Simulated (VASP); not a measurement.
Mg:

```xyz
1
Lattice="2.1632 -2.4638 0.0000 2.1632 2.4638 0.0000 -1.0838 0.0000 2.2270" Properties=species:S:1:pos:R:3 pbc="T T T"
Mg    1.6213    0.0000    1.1135
```

The cell was generated, and may not be a known phase.

```yaml
Program: VASP 6.6.1
Task: relaxation of cell and atoms
Functional: PBE
Potentials_or_basis: VASP PAW PBE potentials, release 64 (Mg_sv)
Cutoff: 840 eV
k_mesh: 6 × 6 × 8
Occupations: gaussian, width 0.1 eV
Spin: no spin polarisation
```

At the start: pressure 7.0 GPa; volume 23.74 Å³/atom.

Question: How do energy, volume and symmetry change on relaxing?

Answer: Over 20 steps the energy falls by 605.5 meV/atom and the volume is 22.78 Å³/atom (-4.1 %); space group C2/m (No. 12, to 0.1 Å) before, I4/mmm (No. 139, to 0.1 Å).

Step by step:
```tsv
step	energy change (eV)	largest force (eV/Å)	pressure (GPa)	volume (Å³)
1	0.0000	0.0000	7.01	23.74
2	-0.4870	0.0000	-3.12	26.90
3	-0.4942	0.0000	-3.55	27.14
4	-0.5000	0.0000	-4.24	27.60
5	-0.4994	0.0000	-4.04	27.45
6	-0.5690	0.0000	-2.40	24.96
7	-0.5860	0.0000	-1.01	23.69
8	-0.5813	0.0000	3.11	21.24
9	-0.5916	0.0000	0.17	22.80
10	-0.5921	0.0000	0.77	22.42
11	-0.5921	0.0000	0.61	22.52
12	-0.5988	0.0000	0.32	22.62
13	-0.6013	0.0000	0.01	22.73
14	-0.6014	0.0000	0.08	22.71
15	-0.6015	0.0000	0.08	22.71
16	-0.6034	0.0000	-0.04	22.79
17	-0.6051	0.0000	-0.18	22.90
18	-0.6052	0.0000	-0.22	22.93
19	-0.6055	0.0000	0.08	22.75
20	-0.6055	0.0000	0.04	22.78
```

Final structure:
```cif
data_structure
_symmetry_space_group_name_H-M 'P 1'
_symmetry_Int_Tables_number 1
_cell_length_a 3.1359
_cell_length_b 3.1359
_cell_length_c 3.1592
_cell_angle_alpha 117.992
_cell_angle_beta 117.992
_cell_angle_gamma 92.581
_cell_volume 22.78
loop_
_atom_site_label
_atom_site_type_symbol
_atom_site_fract_x
_atom_site_fract_y
_atom_site_fract_z
_atom_site_occupancy
Mg1 Mg 0.50000 0.50000 0.50000 1
```

Caveat: a cell axis changed by over 15 % at a fixed basis, so the end point is rough.
